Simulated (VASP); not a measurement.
# TaN (rocksalt type) (Fm-3m) in VASP: notebook

TaN (rocksalt type) is run at these levels: PBE; tasks: single point, relaxation of cell and atoms.

Program: VASP 6.6.1. These are calculated values, not measurements. Logs are shortened: lines on timing, memory, paths and dates and some standing lists are left out, and cuts for length are marked.

**1. The cell of the first run**

It takes space group Fm-3m (No. 225, cubic). The conventional cell has a = 4.068 Å, b = 4.068 Å, c = 4.068 Å, α = 90.00°, β = 90.00°, γ = 90.00°. Within 2.7 Å of Ta (site symmetry m-3m) lie 6 N at 2.03 Å. Within 2.7 Å of N (site symmetry m-3m) lie 6 Ta at 2.03 Å.

**2. Single point, PBE**

Contents of INCAR:

```
SYSTEM = TaN
  PREC = Accurate
  ENCUT = 520
  EDIFF = 1E-6
  ISMEAR = -1
  SIGMA = 0.05
  LREAL = .False.
  LASPH = .True.
  NELM = 60
  ALGO = Normal
  ISIF = 2
  LWAVE = .False.
  LCHARG = .False.
  GGA = PE
  NBANDS = 15
```

Contents of KPOINTS:

```
Automatic mesh
0
Gamma
  17 17 17
  0 0 0
```

Contents of POSCAR:

```
TaN
1.0
    0.0000000000      2.0339401862      2.0339401862
    2.0339401862      0.0000000000      2.0339401862
    2.0339401862      2.0339401862      0.0000000000
Ta N
1 1
Direct
    0.0000000000      0.0000000000      0.0000000000
    0.5000000000      0.5000000000      0.5000000000
```

Potentials or basis: VASP PAW PBE potentials, release 64 (Ta_pv, N).

The run is started by

```
$ cat potpaw_PBE.64/Ta_pv/POTCAR potpaw_PBE.64/N/POTCAR > POTCAR
$ mpirun -np 1 vasp_std > vasp.out
```

OUTCAR:

```text
SYSTEM = TaN
   PREC = Accurate
   ENCUT = 520
   EDIFF = 1E-6
   ISMEAR = -1
   LREAL = .False.
   LASPH = .True.
   NELM = 60
   ISIF = 2
   GGA = PE

 ion  position               nearest neighbor table
   1  0.000  0.000  0.000-   2 2.03   2 2.03   2 2.03   2 2.03   2 2.03   2 2.03
   2  0.500  0.500  0.500-   1 2.03   1 2.03   1 2.03   1 2.03   1 2.03   1 2.03

  LATTYP: Found a face centered cubic cell.
 ALAT       =     4.0678803724

  Lattice vectors:

 A1 = (   0.0000000000,   2.0339401862,   2.0339401862)
 A2 = (   2.0339401862,   0.0000000000,   2.0339401862)
 A3 = (   2.0339401862,   2.0339401862,   0.0000000000)

Analysis of symmetry for initial positions (statically):
=====================================================================
 Subroutine PRICEL returns:
 Original cell was already a primitive cell.

 Routine SETGRP: Setting up the symmetry group for a
 face centered cubic supercell.

 Subroutine GETGRP returns: Found 48 space group operations
 (whereof 48 operations were pure point group operations)
 out of a pool of 48 trial point group operations.

The static configuration has the point symmetry O_h .

Analysis of symmetry for dynamics (positions and initial velocities):
=====================================================================
 Subroutine PRICEL returns:
 Original cell was already a primitive cell.

 Routine SETGRP: Setting up the symmetry group for a
 face centered cubic supercell.

 Subroutine GETGRP returns: Found 48 space group operations
 (whereof 48 operations were pure point group operations)
 out of a pool of 48 trial point group operations.

The dynamic configuration has the point symmetry O_h .

 Subroutine INISYM returns: Found 48 space group operations
 (whereof 48 operations are pure point group operations),
 and found     1 'primitive' translations

----------------------------------------------------------------------------------------

                                     Primitive cell

  volume of cell :      16.8285

  direct lattice vectors                    reciprocal lattice vectors
     0.000000000  2.033940186  2.033940186    -0.245828271  0.245828271  0.245828271
     2.033940186  0.000000000  2.033940186     0.245828271 -0.245828271  0.245828271
     2.033940186  2.033940186  0.000000000     0.245828271  0.245828271 -0.245828271

  length of vectors
     2.876425796  2.876425796  2.876425796     0.425787056  0.425787056  0.425787056

  position of ions in fractional coordinates (direct lattice)
     0.000000000  0.000000000  0.000000000
     0.500000000  0.500000000  0.500000000

  ion indices of the primitive-cell ions
   primitive index   ion index
                 1           1
                 2           2

----------------------------------------------------------------------------------------

 KPOINTS: Automatic mesh

Automatic generation of k-mesh.
 Grid dimensions read from file:
 generate k-points for:   17   17   17

 Generating k-lattice:

  Cartesian coordinates                     Fractional coordinates (reciprocal lattice)
    -0.014460487  0.014460487  0.014460487     0.058823529  0.000000000  0.000000000
     0.014460487 -0.014460487  0.014460487     0.000000000  0.058823529  0.000000000
     0.014460487  0.014460487 -0.014460487     0.000000000  0.000000000  0.058823529

  Length of vectors
     0.025046297  0.025046297  0.025046297

  Shift w.r.t. Gamma in fractional coordinates (k-lattice)
     0.000000000  0.000000000  0.000000000

 Subroutine IBZKPT returns following result:
 ===========================================

 Found    165 irreducible k-points:

 Following reciprocal coordinates:
            Coordinates               Weight
  0.000000  0.000000  0.000000      1.000000
  0.058824  0.000000  0.000000      8.000000
  0.117647  0.000000  0.000000      8.000000
  0.176471  0.000000  0.000000      8.000000
  0.235294  0.000000  0.000000      8.000000
  0.294118  0.000000  0.000000      8.000000
[... 16 lines left out ...]
 -0.176471  0.058824  0.000000     24.000000
 -0.117647  0.058824  0.000000     24.000000
 [... further k-points ...]
   k-points           NKPTS =    165   k-points in BZ     NKDIM =    165   number of bands    NBANDS=     15
   number of dos      NEDOS =    301   number of ions     NIONS =      2
   total plane-waves  NPLWV =  13824
   dimension x,y,z NGX =    24 NGY =   24 NGZ =   24
   dimension x,y,z NGXF=    48 NGYF=   48 NGZF=   48
   ions per type =               1   1
   NGX,Y,Z   is equivalent  to a cutoff of  13.87, 13.87, 13.87 a.u.
   NGXF,Y,Z  is equivalent  to a cutoff of  27.74, 27.74, 27.74 a.u.
 SYSTEM =  TaN
   PREC   = accura    normal or accurate (medium, high low for compatibility)
   ISTART =      0    job   : 0-new  1-cont  2-samecut
   ICHARG =      2    charge: 1-file 2-atom 10-const
   ISPIN  =      1    spin polarized calculation?
   LNONCOLLINEAR =      F non collinear calculations
   LSORBIT =      F    spin-orbit coupling
   LASPH  =      T    aspherical Exc in radial PAW
   ENCUT  =  520.0 eV  38.22 Ry    6.18 a.u.   5.35  5.35  5.35*2*pi/ulx,y,z
   NELM   =     60;   NELMIN=  2; NELMDL= -5     # of ELM steps
   EDIFF  = 0.1E-05   stopping-criterion for ELM
   LREAL  =      F    real-space projection
   EDIFFG = 0.1E-04   stopping-criterion for IOM
   NSW    =      0    number of steps for IOM
   IBRION =     -1    ionic relax: 0-MD 1-quasi-New 2-CG
   NFREE  =      0    steps in history (QN), initial steepest desc. (CG)
   ISIF   =      2    stress and relaxation
   ISYM   =      2    0-nonsym 1-usesym 2-fastsym
   POTIM  = 0.5000    time-step for ionic-motion
   TEBEG  =    0.0;   TEEND  =   0.0 temperature during run
   PSTRESS=    0.0 pullay stress
   NELECT =      16.0000    total number of electrons
   NUPDOWN=      -1.0000    fix difference up-down
   EMIN   =  10.00;   EMAX   =-10.00  energy-range for DOS
   EFERMI =   0.00;   METHOD = LEGACY
   ISMEAR =    -1;   SIGMA  =   0.05  broadening in eV -4-tet -1-fermi 0-gaus
   EFERMI_NEDOS =   21; number of points for ismear=-14 and -15
   IALGO  =     38    algorithm
   IMIX   =      4    mixing-type and parameters
     AMIX     =   0.40;   BMIX     =  1.00
     AMIX_MAG =   1.60;   BMIX_MAG =  1.00
  volume/ion in A,a.u.               =       8.41        56.78
  Fermi-wavevector in a.u.,A,eV,Ry     =   1.609780  3.042044 35.258044  2.591393
  Thomas-Fermi vector in A             =   2.705436
   LORBIT       =      0    0 simple, 1 ext, 2 COOP (PROOUT), +10 PAW based schemes
   GGA     = PE    functional components
   LHFCALC =     F    Hartree Fock is set to
   AEXX    =    0.0000 exact exchange contribution
   IVDW    =     0    specifies the selected vdW correction
   LEPSILON=     F    determine dielectric tensor
   LRPA    =     F    only Hartree local field effects (RPA)
 non-spin polarized calculation
  energy-cutoff  :      520.00
  volume of cell :       16.83
 maximum number of plane-waves:       467
 NGX is ok and might be reduce to    24
   NGX = 11   NGY = 11   NGZ = 11

 number of electron      16.0000000 magnetization

 Free energy of the ion-electron system (eV)
  ---------------------------------------------------
  ext. energy  EPLUGINS =         0.00000000
  ---------------------------------------------------
  free energy    TOTEN  =       -20.12921232 eV

  energy without entropy =      -20.12503566  energy(sigma->0) =      -20.12712399

 E-fermi :  12.3386     XC(G=0): -14.7813

 val. band max:       12.3347726590   @ k =  -0.2941   0.2353   0.0588
 cond. band min:      12.4288254461   @ k =  -0.2941   0.0588   0.0000
 fundamental gap:      0.0940527871
 Fermi energy:        12.3385705558

 k-point     1 :       0.0000    0.0000    0.0000
  band No.  band energies     occupation
      1     -22.9190      2.00000
      2     -22.9190      2.00000
      3     -22.9190      2.00000
      4      -8.4190      2.00000
      5       7.8995      2.00000
      6       7.8995      2.00000
      7       7.8995      2.00000
      8       9.5190      2.00000
      9       9.5190      2.00000
     10       9.5190      2.00000
     11      12.4977      0.07964
     12      12.4977      0.07964
     13      16.2302      0.00000
     14      21.8566      0.00000
     15      25.3112      0.00000

 k-point     2 :       0.0588    0.0000    0.0000
  band No.  band energies     occupation
      1     -22.9980      2.00000
      2     -22.9247      2.00000
      3     -22.9247      2.00000
      4      -8.2802      2.00000
      5       7.3310      2.00000
      6       7.4642      2.00000
      7       7.4642      2.00000
      8       9.7162      2.00000
      9       9.7162      2.00000
     10       9.8390      2.00000
     11      12.9873      0.00000
     12      12.9873      0.00000
     13      16.4710      0.00000
     14      22.2111      0.00000
     15      25.3111      0.00000

 k-point     3 :       0.1176    0.0000    0.0000
  band No.  band energies     occupation
      1     -23.2181      2.00000
      2     -22.9410      2.00000
      3     -22.9410      2.00000
      4      -7.8838      2.00000
      5       6.2156      2.00000
      6       6.5824      2.00000
      7       6.5824      2.00000
      8      10.1584      2.00000
      9      10.1584      2.00000
     10      10.3134      2.00000
     11      14.1709      0.00000
     12      14.1709      0.00000
     13      17.1141      0.00000
     14      23.2135      0.00000
     15      25.3108      0.00000
[... 343 lines left out ...]
 k-point    23 :      -0.1765    0.0588    0.0000
  band No.  band energies     occupation
      1     -23.6685      2.00000
      2     -23.0470      2.00000
      3     -22.9485      2.00000
      4      -6.9661      2.00000
      5       4.2945      2.00000
      6       5.0155      2.00000
      7       5.6967      2.00000
      8      10.6709      2.00000
      9      10.8053      2.00000
     10      11.9529      1.99911
     11      15.2586      0.00000
     12      17.1357      0.00000
     13      18.5513      0.00000
     14      25.3068      0.00000
     15      25.4558      0.00000

 k-point    24 :      -0.1176    0.0588    0.0000
  band No.  band energies     occupation
      1     -23.3459      2.00000
      2     -23.0067      2.00000
      3     -22.9286      2.00000
      4      -7.6008      2.00000
      5       5.4696      2.00000
      6       5.8785      2.00000
      7       6.5111      2.00000
      8      10.0713      2.00000
      9      10.4277      2.00000
     10      11.1337      2.00000
     11      13.9534      0.00000
     12      15.5355      0.00000
     13      17.6503      0.00000
     14      23.9310      0.00000
     15      25.3105      0.00000

 [... further k-points ...]
[... 5 lines left out ...]
  --------------------------------------------------------------------------------------
  -------------------------------------------------------------------------------------
  Total       15.0199697     15.0199697     15.0199697      0.0000000      0.0000000      0.0000000
  in kB     1429.9969511   1429.9969511   1429.9969511      0.0000000      0.0000000      0.0000000
  external PRESSURE =    1429.9969511 kB  Pullay stress =       0.0000000 kB

 VOLUME and BASIS-vectors are now :
 -----------------------------------------------------------------------------
  energy-cutoff  :      520.00
  volume of cell :       16.83
      direct lattice vectors                 reciprocal lattice vectors
     0.000000000  2.033940186  2.033940186    -0.245828271  0.245828271  0.245828271
     2.033940186  0.000000000  2.033940186     0.245828271 -0.245828271  0.245828271
     2.033940186  2.033940186  0.000000000     0.245828271  0.245828271 -0.245828271

 POSITION                                       TOTAL-FORCE (eV/Angst)
 -----------------------------------------------------------------------------------
      0.00000      0.00000      0.00000        -0.000000     -0.000000     -0.000000
      2.03394      2.03394      2.03394         0.000000      0.000000      0.000000
 -----------------------------------------------------------------------------------
    total drift:                                0.000000     -0.000000     -0.000000

  FREE ENERGIE OF THE ION-ELECTRON SYSTEM (eV)
  ---------------------------------------------------
  free  energy   TOTEN  =       -20.1292123217 eV

  energy  without entropy=      -20.1250356563  energy(sigma->0) =      -20.12712399
```

Run time: 13 s. Hardware: 1 thread of Intel Xeon 6975P-C (Granite Rapids), shared host; peak memory 0.17 GiB.

Results:

- Free energy: -20.1292 eV
- Pressure: 143.0 GPa
- Band gap on the k mesh: zero (band 8 reaches 15.00 eV, above the bottom of band 9 at 9.52 eV)

Caveat: spin-orbit coupling is left out, which moves the levels of the heavy elements.

(Part 1 of 2 ends here.)
